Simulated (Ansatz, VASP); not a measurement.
Se in VASP and in Ansatz

INCAR

```
SYSTEM = Se
PREC = Accurate
ENCUT = 520
EDIFF = 1E-7
ISMEAR = -1
SIGMA = 0.05
LREAL = .FALSE.
LASPH = .TRUE.
NELM = 80
ALGO = Normal
ISIF = 2
LWAVE = .FALSE.
LCHARG = .FALSE.
GGA = RE
NBANDS = 16
```

File KPOINTS:

```
regular mesh
0
G
  7 7 6
  0 0 0
```

Contents of POSCAR:

```
Se
1.0
    4.2770688679      0.0000000000      0.0000000000
   -2.1385344339      3.7040502933      0.0000000000
    0.0000000000      0.0000000000      4.8524777481
Se
3
Direct
    0.7746000000      0.7746000000      0.0000000000
    0.0000000000      0.2254000000      0.6666666667
    0.2254000000      0.0000000000      0.3333333333
```

Contents of input.yaml:

```yaml
crystal:
  lattice:
    - [4.2770688679, 0.0, 0.0]
    - [-2.1385344339, 3.7040502933, 0.0]
    - [0.0, 0.0, 4.8524777481]
  atoms:
    - { symbol: Se, position: [0.7746, 0.7746, 0.0] }
    - { symbol: Se, position: [0.0, 0.2254, 0.6666666667] }
    - { symbol: Se, position: [0.2254, 0.0, 0.3333333333] }
hamiltonian:
  xc: revpbe
  pseudopotentials: { kind: paw }
kpoints:
  mp_grid: { grid: [7, 7, 6] }
scf:
  occupations: { method: fermi_dirac, width: 0.05 }
output:
  forces: true
  stress: true
  eigenvalues: true
  write_density: true
  write_potential: true
  elf: true
  volumetric_format: npy
```

Alike in both runs: task single point; functional revPBE; k mesh 7 × 7 × 6; occupations fermi-dirac, width 0.05 eV; no spin polarisation.

|  | VASP | Ansatz |
| --- | --- | --- |
| version | VASP 6.6.1 | Ansatz 0.2.0 |
| potentials or method | VASP PAW PBE potentials, release 64 (Se) | Ansatz PAW |
| plane-wave cutoff (eV) | 520 | 420 |
| valence electrons in the cell | 18 | 48 |

Ansatz gave:

- gap on the k mesh at the Fermi level (eV): 1.21
- least direct gap on the mesh (eV): 1.59
- pressure (GPa): 8.5
- traceless stress, the component that is largest in VASP (GPa): 2.73
- rms of the force components (eV/Å): 0.633

Problem. What did VASP give for the same quantities?

Solution. gap on the k mesh at the Fermi level (eV): 1.21; least direct gap on the mesh (eV): 1.58; pressure (GPa): 8.6; traceless stress, the component that is largest in VASP (GPa): 2.79; rms of the force components (eV/Å): 0.656.

VASP's potentials were made for PBE, not for revPBE. Atom by atom the forces differ by 0.022 eV/Å (rms over components). VASP's potentials hold 18 valence electrons a cell and Ansatz's 48, so a difference there can come from the potentials and not from the codes.

Noted on Ansatz's run: odd divisions of the mesh miss points on the zone boundary, where band edges often lie, so the gap on the mesh can be too wide.
